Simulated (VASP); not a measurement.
# Ga (P6_3/mmc) in VASP: notebook

Runs on Ga. Level: PBE. Tasks: single point.

Program: VASP 6.6.1. These are calculated values, not measurements. Logs are shortened: lines on timing, memory, paths and dates and some standing lists are left out, and cuts for length are marked.

## (1) The cell of the first run

The structure is hexagonal, space group P6_3/mmc (No. 194). The conventional cell has a = 2.233 Å, b = 2.233 Å, c = 3.731 Å, α = 90.00°, β = 90.00°, γ = 120.00°. Ga (site symmetry -6m2) has 12 Ga at 2.23 to 2.27 Å within 3.0 Å.

## (2) Single point, PBE

INCAR reads:

```
SYSTEM = Ga
ALGO = Normal
EDIFF = 1E-6
ENCUT = 520
GGA = PE
ISIF = 2
ISMEAR = -1
LASPH = .TRUE.
LCHARG = .FALSE.
LREAL = .FALSE.
LWAVE = .FALSE.
NBANDS = 20
NELM = 80
PREC = Accurate
SIGMA = 0.05
```

KPOINTS reads:

```
k-points
0
G
  19 19 11
  0 0 0
```

POSCAR reads:

```
Ga
1.0
    2.2330483250      0.0000000000      0.0000000000
   -1.1165241625      1.9338765773      0.0000000000
    0.0000000000      0.0000000000      3.7312025491
Ga
2
Direct
    0.3333333333      0.6666666667      0.2500000000
    0.6666666667      0.3333333333      0.7500000000
```

Potentials or basis: VASP PAW PBE potentials, release 64 (Ga_d).

Command:

```sh
$ cat potpaw_PBE.64/Ga_d/POTCAR > POTCAR
$ mpirun -np 1 vasp_std > vasp.out
```

OUTCAR:

```text
SYSTEM = Ga
   EDIFF = 1E-6
   ENCUT = 520
   GGA = PE
   ISIF = 2
   ISMEAR = -1
   LASPH = .TRUE.
   LREAL = .FALSE.
   NELM = 80
   PREC = Accurate

 ion  position               nearest neighbor table
   1  0.333  0.667  0.250-   2 2.27   2 2.27   2 2.27   2 2.27   2 2.27   2 2.27
   2  0.667  0.333  0.750-   1 2.27   1 2.27   1 2.27   1 2.27   1 2.27   1 2.27

  LATTYP: Found a hexagonal cell.
 ALAT       =     2.2330483250
 C/A-ratio  =     1.6709009417

  Lattice vectors:

 A1 = (   2.2330483250,   0.0000000000,   0.0000000000)
 A2 = (  -1.1165241625,   1.9338765773,   0.0000000000)
 A3 = (   0.0000000000,   0.0000000000,   3.7312025491)

Analysis of symmetry for initial positions (statically):
=====================================================================
 Subroutine PRICEL returns:
 Original cell was already a primitive cell.

 Routine SETGRP: Setting up the symmetry group for a
 hexagonal supercell.

 Subroutine GETGRP returns: Found 24 space group operations
 (whereof 12 operations were pure point group operations)
 out of a pool of 24 trial point group operations.

The static configuration has the point symmetry D_3d.
 The point group associated with its full space group is D_6h.

Analysis of symmetry for dynamics (positions and initial velocities):
=====================================================================
 Subroutine PRICEL returns:
 Original cell was already a primitive cell.

 Routine SETGRP: Setting up the symmetry group for a
 hexagonal supercell.

 Subroutine GETGRP returns: Found 24 space group operations
 (whereof 12 operations were pure point group operations)
 out of a pool of 24 trial point group operations.

The dynamic configuration has the point symmetry D_3d.
 The point group associated with its full space group is D_6h.

 Subroutine INISYM returns: Found 24 space group operations
 (whereof 12 operations are pure point group operations),
 and found     1 'primitive' translations

----------------------------------------------------------------------------------------

                                     Primitive cell

  volume of cell :      16.1130

  direct lattice vectors                    reciprocal lattice vectors
     2.233048325  0.000000000  0.000000000     0.447818343  0.258548041  0.000000000
    -1.116524162  1.933876577  0.000000000     0.000000000  0.517096081  0.000000000
     0.000000000  0.000000000  3.731202549     0.000000000  0.000000000  0.268010108

  length of vectors
     2.233048325  2.233048325  3.731202549     0.517096081  0.517096081  0.268010108

  position of ions in fractional coordinates (direct lattice)
     0.333333333  0.666666667  0.250000000
     0.666666667  0.333333333  0.750000000

  ion indices of the primitive-cell ions
   primitive index   ion index
                 1           1
                 2           2

----------------------------------------------------------------------------------------

 KPOINTS: k-points

Automatic generation of k-mesh.
 Grid dimensions read from file:
 generate k-points for:   19   19   11

 Generating k-lattice:

  Cartesian coordinates                     Fractional coordinates (reciprocal lattice)
     0.023569386  0.013607792  0.000000000     0.052631579 -0.000000000  0.000000000
     0.000000000  0.027215583  0.000000000     0.000000000  0.052631579  0.000000000
     0.000000000  0.000000000  0.024364555     0.000000000  0.000000000  0.090909091

  Length of vectors
     0.027215583  0.027215583  0.024364555

  Shift w.r.t. Gamma in fractional coordinates (k-lattice)
     0.000000000  0.000000000  0.000000000

 Subroutine IBZKPT returns following result:
 ===========================================

 Found    240 irreducible k-points:

 Following reciprocal coordinates:
            Coordinates               Weight
  0.000000  0.000000  0.000000      1.000000
  0.052632 -0.000000  0.000000      6.000000
  0.105263 -0.000000  0.000000      6.000000
  0.157895  0.000000  0.000000      6.000000
  0.210526  0.000000  0.000000      6.000000
  0.263158  0.000000  0.000000      6.000000
[... 16 lines left out ...]
  0.263158  0.105263  0.000000     12.000000
  0.315789  0.105263  0.000000     12.000000
 [... further k-points ...]
   k-points           NKPTS =    240   k-points in BZ     NKDIM =    240   number of bands    NBANDS=     20
   number of dos      NEDOS =    301   number of ions     NIONS =      2
   total plane-waves  NPLWV =   9072
   dimension x,y,z NGX =    18 NGY =   18 NGZ =   28
   dimension x,y,z NGXF=    36 NGYF=   36 NGZF=   56
   ions per type =               2
   NGX,Y,Z   is equivalent  to a cutoff of  13.40, 13.40, 12.48 a.u.
   NGXF,Y,Z  is equivalent  to a cutoff of  26.80, 26.80, 24.95 a.u.
 SYSTEM =  Ga
   PREC   = accura    normal or accurate (medium, high low for compatibility)
   ISTART =      0    job   : 0-new  1-cont  2-samecut
   ICHARG =      2    charge: 1-file 2-atom 10-const
   ISPIN  =      1    spin polarized calculation?
   LNONCOLLINEAR =      F non collinear calculations
   LSORBIT =      F    spin-orbit coupling
   LASPH  =      T    aspherical Exc in radial PAW
   ENCUT  =  520.0 eV  38.22 Ry    6.18 a.u.   4.15  4.15  6.94*2*pi/ulx,y,z
   NELM   =     80;   NELMIN=  2; NELMDL= -5     # of ELM steps
   EDIFF  = 0.1E-05   stopping-criterion for ELM
   LREAL  =      F    real-space projection
   EDIFFG = 0.1E-04   stopping-criterion for IOM
   NSW    =      0    number of steps for IOM
   IBRION =     -1    ionic relax: 0-MD 1-quasi-New 2-CG
   NFREE  =      0    steps in history (QN), initial steepest desc. (CG)
   ISIF   =      2    stress and relaxation
   ISYM   =      2    0-nonsym 1-usesym 2-fastsym
   POTIM  = 0.5000    time-step for ionic-motion
   TEBEG  =    0.0;   TEEND  =   0.0 temperature during run
   PSTRESS=    0.0 pullay stress
   NELECT =      26.0000    total number of electrons
   NUPDOWN=      -1.0000    fix difference up-down
   EMIN   =  10.00;   EMAX   =-10.00  energy-range for DOS
   EFERMI =   0.00;   METHOD = LEGACY
   ISMEAR =    -1;   SIGMA  =   0.05  broadening in eV -4-tet -1-fermi 0-gaus
   EFERMI_NEDOS =   21; number of points for ismear=-14 and -15
   IALGO  =     38    algorithm
   IMIX   =      4    mixing-type and parameters
     AMIX     =   0.40;   BMIX     =  1.00
     AMIX_MAG =   1.60;   BMIX_MAG =  1.00
  volume/ion in A,a.u.               =       8.06        54.37
  Fermi-wavevector in a.u.,A,eV,Ry     =   1.920175  3.628604 50.165638  3.687070
  Thomas-Fermi vector in A             =   2.954774
   LORBIT       =      0    0 simple, 1 ext, 2 COOP (PROOUT), +10 PAW based schemes
   GGA     = PE    functional components
   LHFCALC =     F    Hartree Fock is set to
   AEXX    =    0.0000 exact exchange contribution
   IVDW    =     0    specifies the selected vdW correction
   LEPSILON=     F    determine dielectric tensor
   LRPA    =     F    only Hartree local field effects (RPA)
 non-spin polarized calculation
  energy-cutoff  :      520.00
  volume of cell :       16.11
 maximum number of plane-waves:       447
 NGX is ok and might be reduce to    18
   NGX =  9   NGY =  9   NGZ = 13

 number of electron      26.0000011 magnetization

 Free energy of the ion-electron system (eV)
  ---------------------------------------------------
  ext. energy  EPLUGINS =         0.00000000
  ---------------------------------------------------
  free energy    TOTEN  =         4.26763880 eV

  energy without entropy =        4.27304742  energy(sigma->0) =        4.27034311

 E-fermi :  18.3865     XC(G=0): -16.0974

 val. band max:       18.3575920064   @ k =   0.3684   0.2105   0.1818
 cond. band min:      18.3872668644   @ k =   0.2632   0.2105   0.3636
 fundamental gap:      0.0296748580
 Fermi energy:        18.3864650258

 k-point     1 :       0.0000    0.0000    0.0000
  band No.  band energies     occupation
      1      -2.8143      2.00000
      2      -1.1691      2.00000
      3       0.1295      2.00000
      4       0.2854      2.00000
      5       0.2854      2.00000
      6       0.4632      2.00000
[... 12 lines left out ...]
     19      39.7759      0.00000
     20      39.9472      0.00000

 k-point     2 :       0.0526   -0.0000    0.0000
  band No.  band energies     occupation
      1      -2.6969      2.00000
      2      -1.1245      2.00000
      3       0.1092      2.00000
      4       0.3041      2.00000
      5       0.3218      2.00000
      6       0.4503      2.00000
[... 12 lines left out ...]
     19      41.3596      0.00000
     20      42.2638      0.00000

 k-point     3 :       0.1053   -0.0000    0.0000
  band No.  band energies     occupation
      1      -2.3531      2.00000
      2      -1.0031      2.00000
      3       0.0518      2.00000
      4       0.3487      2.00000
      5       0.4278      2.00000
      6       0.4388      2.00000
[... 12 lines left out ...]
     19      41.0826      0.00000
     20      42.8928      0.00000

 k-point     4 :       0.1579    0.0000    0.0000
  band No.  band energies     occupation
      1      -1.8188      2.00000
      2      -0.8483      2.00000
      3      -0.0101      2.00000
      4       0.3347      2.00000
      5       0.5059      2.00000
      6       0.5532      2.00000
[... 12 lines left out ...]
     19      39.9054      0.00000
     20      42.7877      0.00000

 k-point     5 :       0.2105    0.0000    0.0000
  band No.  band energies     occupation
      1      -1.2143      2.00000
      2      -0.7417      2.00000
      3       0.0122      2.00000
      4       0.2135      2.00000
      5       0.3310      2.00000
      6       0.6068      2.00000
[... 12 lines left out ...]
     19      39.7960      0.00000
     20      42.4341      0.00000
[... 353 lines left out ...]
      6       0.4651      2.00000
[... 12 lines left out ...]
     19      37.9275      0.00000
     20      39.8097      0.00000

 k-point    22 :       0.2105    0.1053    0.0000
  band No.  band energies     occupation
      1      -0.6627      2.00000
      2      -0.5582      2.00000
      3      -0.1321      2.00000
      4       0.0388      2.00000
      5       0.3813      2.00000
      6       0.3923      2.00000
[... 12 lines left out ...]
     19      36.9601      0.00000
     20      39.1200      0.00000

 k-point    23 :       0.2632    0.1053    0.0000
  band No.  band energies     occupation
      1      -0.7592      2.00000
      2      -0.5160      2.00000
      3      -0.3831      2.00000
      4       0.3165      2.00000
      5       0.3216      2.00000
      6       0.5373      2.00000
[... 12 lines left out ...]
     19      36.0309      0.00000
     20      38.5135      0.00000

 k-point    24 :       0.3158    0.1053    0.0000
  band No.  band energies     occupation
      1      -0.8777      2.00000
      2      -0.5807      2.00000
      3      -0.5561      2.00000
      4       0.2746      2.00000
      5       0.5059      2.00000
      6       0.5950      2.00000
[... 12 lines left out ...]
     19      35.2748      0.00000
     20      38.0457      0.00000

 [... further k-points ...]
[... 5 lines left out ...]
  --------------------------------------------------------------------------------------
  -------------------------------------------------------------------------------------
  Total       33.5336711     33.5336711     33.5479832      0.0000000      0.0000000      0.0000000
  in kB     3334.3868340   3334.3868339   3335.8099453      0.0000000      0.0000000      0.0000000
  external PRESSURE =    3334.8612044 kB  Pullay stress =       0.0000000 kB

 VOLUME and BASIS-vectors are now :
 -----------------------------------------------------------------------------
  energy-cutoff  :      520.00
  volume of cell :       16.11
      direct lattice vectors                 reciprocal lattice vectors
     2.233048325  0.000000000  0.000000000     0.447818343  0.258548041  0.000000000
    -1.116524162  1.933876577  0.000000000     0.000000000  0.517096081  0.000000000
     0.000000000  0.000000000  3.731202549     0.000000000  0.000000000  0.268010108

 POSITION                                       TOTAL-FORCE (eV/Angst)
 -----------------------------------------------------------------------------------
     -0.00000      1.28925      0.93280        -0.000000      0.000000      0.000000
      1.11652      0.64463      2.79840         0.000000     -0.000000      0.000000
 -----------------------------------------------------------------------------------
    total drift:                               -0.000000      0.000000     -0.000000

  FREE ENERGIE OF THE ION-ELECTRON SYSTEM (eV)
  ---------------------------------------------------
  free  energy   TOTEN  =         4.2676387954 eV

  energy  without entropy=        4.2730474181  energy(sigma->0) =        4.27034311
```

Wall time 56 s (1 thread of Intel Xeon Platinum 8259CL at 2.50GHz (Skylake/Cascade Lake), shared host); peak memory 0.17 GiB.

What came out:

```yaml
Free_energy: 4.2676 eV
Pressure: 333.5 GPa
Band_gap_on_the_k_mesh: zero (band 13 reaches 24.50 eV, above the bottom of band 14 at 14.40 eV)
```

Stress tensor (GPa, compression positive):
```
333.44   0.00   0.00
  0.00 333.44   0.00
  0.00   0.00 333.58
```

Levels at points of the mesh, in eV from the Fermi level:
```csv
k point,band 11,band 12,band 13,band 14,band 15,band 16
"(0.00, 0.00, 0.00)",-16.81,-10.80,-6.30,18.41,19.28,19.28
```

## (3) Single point, PBE

INCAR reads:

```
SYSTEM = Ga
  PREC = Accurate
  ENCUT = 520
  EDIFF = 1E-7
  ISMEAR = -1
  SIGMA = 0.05
  LREAL = .FALSE.
  LASPH = .TRUE.
  NELM = 60
  ALGO = Normal
  ISIF = 2
  LWAVE = .FALSE.
  LCHARG = .FALSE.
  GGA = PE
  NBANDS = 20
```

KPOINTS reads:

```
Automatic mesh
0
G
  19 19 11
  0 0 0
```

POSCAR reads:

```
Ga
1.0
    2.2330381660      0.0000000000      0.0000000000
   -1.1165190830      1.9338677794      0.0000000000
    0.0000000000      0.0000000000      3.7315628983
Ga
2
Direct
    0.3333333333      0.6666666667      0.2500000000
    0.6666666667      0.3333333333      0.7500000000
```

Potentials or basis: VASP PAW PBE potentials, release 64 (Ga_d).

Command:

```sh
$ cat potpaw_PBE.64/Ga_d/POTCAR > POTCAR
$ mpirun -np 1 vasp_std > vasp.out
```

It took 68 s on 1 thread of Intel Xeon Platinum 8259CL at 2.50GHz (Skylake/Cascade Lake), shared host; peak memory 0.17 GiB.

Results (log left out):

| Quantity | Value |
| --- | --- |
| Free energy | 4.2647 eV |
| Pressure | 333.2 GPa |
| Band gap on the k mesh | zero (band 13 reaches 24.49 eV, above the bottom of band 14 at 14.40 eV) |

Stress tensor (GPa, compression positive):
```
333.19   0.00   0.00
  0.00 333.19   0.00
  0.00   0.00 333.31
```

Levels at points of the mesh, in eV from the Fermi level:
| k point | band 9 | band 10 | band 11 | band 12 | band 13 | band 14 | band 15 | band 16 | band 17 | band 18 |
| --- | --- | --- | --- | --- | --- | --- | --- | --- | --- | --- |
| (0.00, 0.00, 0.00) | -17.54 | -16.81 | -16.81 | -10.80 | -6.30 | 18.41 | 19.28 | 19.28 | 20.39 | 21.39 |
